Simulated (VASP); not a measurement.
# Os (P6_3/mmc) in VASP: a series of runs

Runs on Os. Level: PBEsol. Tasks: single point.

All numbers are computed with VASP 6.6.1; they aren't measurements. Logs are shortened: lines on timing, memory, paths and dates and some standing lists are left out, and cuts for length are marked.

**1. The cell of the first run**

Symmetry: P6_3/mmc, No. 194, hexagonal system. Conventional cell: a = 2.802 Å, b = 2.802 Å, c = 4.104 Å, α = 90.00°, β = 90.00°, γ = 120.00°. Within 3.4 Å of Os (site symmetry -6m2) lie 12 Os at 2.61 to 2.80 Å.

**2. Single point, PBEsol (strain +0.025 along x and y, -0.050 along z)**

File INCAR:

```
PREC = Accurate
ENCUT = 520
EDIFF = 1E-7
ISMEAR = 0
SIGMA = 0.15
LREAL = F
LASPH = T
NELM = 60
ALGO = Normal
ISIF = 2
LWAVE = F
LCHARG = F
GGA = PS
NBANDS = 15
```

File KPOINTS:

```
Automatic mesh
0
Gamma
  18 18 12
```

File POSCAR:

```
Os
1.0
    2.8024524749      0.0000000000      0.0000000000
   -1.4012262375      2.4269950362      0.0000000000
    0.0000000000      0.0000000000      4.1037150000
Os
2
Direct
    0.3333333333      0.6666666667      0.2500000000
    0.6666666667      0.3333333333      0.7500000000
```

Potentials or basis: VASP PAW PBE potentials, release 64 (Os).

Started as:

```bash
$ cat potpaw_PBE.64/Os/POTCAR > POTCAR
$ mpirun -np 1 vasp_std > vasp.out
```

OUTCAR:

```text
PREC = Accurate
   ENCUT = 520
   EDIFF = 1E-7
   ISMEAR = 0
   LREAL = F
   LASPH = T
   NELM = 60
   ISIF = 2
   GGA = PS

 ion  position               nearest neighbor table
   1  0.333  0.667  0.250-   2 2.61   2 2.61   2 2.61   2 2.61   2 2.61   2 2.61
   2  0.667  0.333  0.750-   1 2.61   1 2.61   1 2.61   1 2.61   1 2.61   1 2.61

  LATTYP: Found a hexagonal cell.
 ALAT       =     2.8024524749
 C/A-ratio  =     1.4643299170

  Lattice vectors:

 A1 = (   2.8024524749,   0.0000000000,   0.0000000000)
 A2 = (  -1.4012262375,   2.4269950362,   0.0000000000)
 A3 = (   0.0000000000,   0.0000000000,   4.1037150000)

Analysis of symmetry for initial positions (statically):
=====================================================================
 Subroutine PRICEL returns:
 Original cell was already a primitive cell.

 Routine SETGRP: Setting up the symmetry group for a
 hexagonal supercell.

 Subroutine GETGRP returns: Found 24 space group operations
 (whereof 12 operations were pure point group operations)
 out of a pool of 24 trial point group operations.

The static configuration has the point symmetry D_3d.
 The point group associated with its full space group is D_6h.

Analysis of symmetry for dynamics (positions and initial velocities):
=====================================================================
 Subroutine PRICEL returns:
 Original cell was already a primitive cell.

 Routine SETGRP: Setting up the symmetry group for a
 hexagonal supercell.

 Subroutine GETGRP returns: Found 24 space group operations
 (whereof 12 operations were pure point group operations)
 out of a pool of 24 trial point group operations.

The dynamic configuration has the point symmetry D_3d.
 The point group associated with its full space group is D_6h.

 Subroutine INISYM returns: Found 24 space group operations
 (whereof 12 operations are pure point group operations),
 and found     1 'primitive' translations

----------------------------------------------------------------------------------------

                                     Primitive cell

  volume of cell :      27.9116

  direct lattice vectors                    reciprocal lattice vectors
     2.802452475  0.000000000  0.000000000     0.356830315  0.206016079  0.000000000
    -1.401226237  2.426995036  0.000000000     0.000000000  0.412032157  0.000000000
     0.000000000  0.000000000  4.103715000     0.000000000  0.000000000  0.243681640

  length of vectors
     2.802452475  2.802452475  4.103715000     0.412032157  0.412032157  0.243681640

  position of ions in fractional coordinates (direct lattice)
     0.333333333  0.666666667  0.250000000
     0.666666667  0.333333333  0.750000000

  ion indices of the primitive-cell ions
   primitive index   ion index
                 1           1
                 2           2

----------------------------------------------------------------------------------------

 KPOINTS: Automatic mesh

Automatic generation of k-mesh.
 Grid dimensions read from file:
 generate k-points for:   18   18   12

 Generating k-lattice:

  Cartesian coordinates                     Fractional coordinates (reciprocal lattice)
     0.019823906  0.011445338  0.000000000     0.055555556  0.000000000  0.000000000
     0.000000000  0.022890675  0.000000000     0.000000000  0.055555556  0.000000000
     0.000000000  0.000000000  0.020306803     0.000000000  0.000000000  0.083333333

  Length of vectors
     0.022890675  0.022890675  0.020306803

  Shift w.r.t. Gamma in fractional coordinates (k-lattice)
     0.000000000  0.000000000  0.000000000

 Subroutine IBZKPT returns following result:
 ===========================================

 Found    259 irreducible k-points:

 Following reciprocal coordinates:
            Coordinates               Weight
  0.000000  0.000000  0.000000      1.000000
  0.055556 -0.000000  0.000000      6.000000
  0.111111 -0.000000  0.000000      6.000000
  0.166667  0.000000  0.000000      6.000000
  0.222222 -0.000000  0.000000      6.000000
  0.277778  0.000000  0.000000      6.000000
[... 16 lines left out ...]
  0.333333  0.111111  0.000000     12.000000
  0.388889  0.111111  0.000000     12.000000
 [... further k-points ...]
   k-points           NKPTS =    259   k-points in BZ     NKDIM =    259   number of bands    NBANDS=     15
   number of dos      NEDOS =    301   number of ions     NIONS =      2
   total plane-waves  NPLWV =  18432
   dimension x,y,z NGX =    24 NGY =   24 NGZ =   32
   dimension x,y,z NGXF=    48 NGYF=   48 NGZF=   64
   ions per type =               2
   NGX,Y,Z   is equivalent  to a cutoff of  14.24, 14.24, 12.96 a.u.
   NGXF,Y,Z  is equivalent  to a cutoff of  28.47, 28.47, 25.93 a.u.
 SYSTEM =  unknown system
   PREC   = accura    normal or accurate (medium, high low for compatibility)
   ISTART =      0    job   : 0-new  1-cont  2-samecut
   ICHARG =      2    charge: 1-file 2-atom 10-const
   ISPIN  =      1    spin polarized calculation?
   LNONCOLLINEAR =      F non collinear calculations
   LSORBIT =      F    spin-orbit coupling
   LASPH  =      T    aspherical Exc in radial PAW
   ENCUT  =  520.0 eV  38.22 Ry    6.18 a.u.   5.21  5.21  7.63*2*pi/ulx,y,z
   NELM   =     60;   NELMIN=  2; NELMDL= -5     # of ELM steps
   EDIFF  = 0.1E-06   stopping-criterion for ELM
   LREAL  =      F    real-space projection
   EDIFFG = 0.1E-05   stopping-criterion for IOM
   NSW    =      0    number of steps for IOM
   IBRION =     -1    ionic relax: 0-MD 1-quasi-New 2-CG
   NFREE  =      0    steps in history (QN), initial steepest desc. (CG)
   ISIF   =      2    stress and relaxation
   ISYM   =      2    0-nonsym 1-usesym 2-fastsym
   POTIM  = 0.5000    time-step for ionic-motion
   TEBEG  =    0.0;   TEEND  =   0.0 temperature during run
   PSTRESS=    0.0 pullay stress
   NELECT =      16.0000    total number of electrons
   NUPDOWN=      -1.0000    fix difference up-down
   EMIN   =  10.00;   EMAX   =-10.00  energy-range for DOS
   EFERMI =   0.00;   METHOD = LEGACY
   ISMEAR =     0;   SIGMA  =   0.15  broadening in eV -4-tet -1-fermi 0-gaus
   EFERMI_NEDOS =   21; number of points for ismear=-14 and -15
   IALGO  =     38    algorithm
   IMIX   =      4    mixing-type and parameters
     AMIX     =   0.40;   BMIX     =  1.00
     AMIX_MAG =   1.60;   BMIX_MAG =  1.00
  volume/ion in A,a.u.               =      13.96        94.18
  Fermi-wavevector in a.u.,A,eV,Ry     =   1.359941  2.569916 25.163150  1.849439
  Thomas-Fermi vector in A             =   2.486646
   LORBIT       =      0    0 simple, 1 ext, 2 COOP (PROOUT), +10 PAW based schemes
   GGA     = PS    functional components
   LHFCALC =     F    Hartree Fock is set to
   AEXX    =    0.0000 exact exchange contribution
   IVDW    =     0    specifies the selected vdW correction
   LEPSILON=     F    determine dielectric tensor
   LRPA    =     F    only Hartree local field effects (RPA)
 non-spin polarized calculation
 Gauss-broadening in eV      SIGMA  =   0.15
  energy-cutoff  :      520.00
  volume of cell :       27.91
 maximum number of plane-waves:       763
 NGX is ok and might be reduce to    24
   NGX = 11   NGY = 11   NGZ = 15

 number of electron      15.9999999 magnetization

 Free energy of the ion-electron system (eV)
  ---------------------------------------------------
  ext. energy  EPLUGINS =         0.00000000
  ---------------------------------------------------
  free energy    TOTEN  =       -24.30241772 eV

  energy without entropy =      -24.28877227  energy(sigma->0) =      -24.29559500

 E-fermi :   9.3775     XC(G=0): -14.1573

 val. band max:        9.3703549780   @ k =   0.2222   0.1667   0.0833
 cond. band min:       9.3794082490   @ k =   0.1667   0.1667   0.1667
 fundamental gap:      0.0090532710
 Fermi energy:         9.3775035768

 k-point     1 :       0.0000    0.0000    0.0000
  band No.  band energies     occupation
      1      -1.6624      2.00000
      2       1.5419      2.00000
      3       6.1330      2.00000
      4       6.1330      2.00000
      5       7.0845      2.00000
      6       7.0845      2.00000
      7       7.2070      2.00000
      8       7.2070      2.00000
      9       7.4006      2.00000
     10      10.2763      0.00000
     11      11.0302      0.00000
     12      11.0302      0.00000
     13      19.3602      0.00000
     14      23.0544      0.00000
     15      27.2594      0.00000

 k-point     2 :       0.0556   -0.0000    0.0000
  band No.  band energies     occupation
      1      -1.5437      2.00000
      2       1.6371      2.00000
      3       5.9285      2.00000
      4       6.2350      2.00000
      5       6.9770      2.00000
      6       6.9984      2.00000
      7       7.1448      2.00000
      8       7.2995      2.00000
      9       7.5765      2.00000
     10       9.3943      0.87383
     11      11.1064      0.00000
     12      12.0922      0.00000
     13      19.3746      0.00000
     14      23.2923      0.00000
     15      27.3824      0.00000

 k-point     3 :       0.1111   -0.0000    0.0000
  band No.  band energies     occupation
      1      -1.1967      2.00000
      2       1.9029      2.00000
      3       5.5008      2.00000
      4       6.5373      2.00000
      5       6.6013      2.00000
      6       6.7689      2.00000
      7       6.9840      2.00000
      8       7.5729      2.00000
      9       7.9515      2.00000
     10       8.5213      2.00000
     11      11.3062      0.00000
     12      13.5599      0.00000
     13      19.3878      0.00000
     14      23.9414      0.00000
     15      27.6898      0.00000
[... 343 lines left out ...]
 k-point    23 :       0.3333    0.1111    0.0000
  band No.  band energies     occupation
      1       2.2179      2.00000
      2       2.6033      2.00000
      3       3.2206      2.00000
      4       5.0568      2.00000
      5       5.3880      2.00000
      6       7.2215      2.00000
      7       7.5299      2.00000
      8      10.3715      0.00000
      9      10.5158      0.00000
     10      11.8610      0.00000
     11      12.3497      0.00000
     12      17.1389      0.00000
     13      19.2823      0.00000
     14      20.1913      0.00000
     15      21.5282      0.00000

 k-point    24 :       0.3889    0.1111    0.0000
  band No.  band energies     occupation
      1       2.3996      2.00000
      2       2.4979      2.00000
      3       2.9613      2.00000
      4       5.3028      2.00000
      5       5.4957      2.00000
      6       7.1377      2.00000
      7       7.8936      2.00000
      8      10.9279      0.00000
      9      11.0703      0.00000
     10      12.4209      0.00000
     11      12.7867      0.00000
     12      15.5552      0.00000
     13      19.0548      0.00000
     14      19.5224      0.00000
     15      22.4980      0.00000

 [... further k-points ...]
[... 5 lines left out ...]
  --------------------------------------------------------------------------------------
  -------------------------------------------------------------------------------------
  Total       -1.9611560     -1.9611560      5.3731900      0.0000000     -0.0000000     -0.0000000
  in kB     -112.5740746   -112.5740746    308.4312971      0.0000000     -0.0000000     -0.0000000
  external PRESSURE =      27.7610493 kB  Pullay stress =       0.0000000 kB

 VOLUME and BASIS-vectors are now :
 -----------------------------------------------------------------------------
  energy-cutoff  :      520.00
  volume of cell :       27.91
      direct lattice vectors                 reciprocal lattice vectors
     2.802452475  0.000000000  0.000000000     0.356830315  0.206016079  0.000000000
    -1.401226237  2.426995036  0.000000000     0.000000000  0.412032157  0.000000000
     0.000000000  0.000000000  4.103715000     0.000000000  0.000000000  0.243681640

 POSITION                                       TOTAL-FORCE (eV/Angst)
 -----------------------------------------------------------------------------------
     -0.00000      1.61800      1.02593        -0.000000     -0.000000      0.000000
      1.40123      0.80900      3.07779         0.000000      0.000000      0.000000
 -----------------------------------------------------------------------------------
    total drift:                               -0.000000      0.000000     -0.000000

  FREE ENERGIE OF THE ION-ELECTRON SYSTEM (eV)
  ---------------------------------------------------
  free  energy   TOTEN  =       -24.3024177246 eV

  energy  without entropy=      -24.2887722712  energy(sigma->0) =      -24.29559500
```

Run time: 63 s. Hardware: 1 thread of Intel Xeon 8259CL, shared host; peak memory 0.19 GiB.

What came out:

```
Free energy            : -24.3024 eV
Pressure               : 2.8 GPa
Band gap on the k mesh : zero (bands 8 and 9 overlap by 3.85 eV)
```

Stress tensor (GPa, compression positive):
```
-11.26   0.00   0.00
  0.00 -11.26   0.00
  0.00   0.00  30.84
```

Levels at points of the mesh, in eV from the Fermi level:
```csv
k point,band 5,band 6,band 7,band 8,band 9,band 10,band 11,band 12
"(0.00, 0.00, 0.00)",-2.29,-2.29,-2.17,-2.17,-1.98,0.90,1.65,1.65
"(0.50, 0.00, 0.00)",-3.27,-2.08,-1.36,1.39,2.21,3.15,4.07,5.25
"(0.00, 0.00, 0.50)",-3.69,-3.69,-3.21,-3.21,1.02,1.02,1.02,1.02
"(0.50, 0.00, 0.50)",-1.60,-1.60,-0.26,-0.26,1.92,1.92,3.14,3.14
```

Caveat: the cell differs from its parent crystal (strain +0.025 along x and y, -0.050 along z); the stress differs along the axes, from -11 to 31 GPa; the PAW data sets were made with another functional, which shifts forces and pressure a little; spin-orbit coupling is left out, which moves the levels of the heavy elements.

(Part 1 of 2 ends here.)
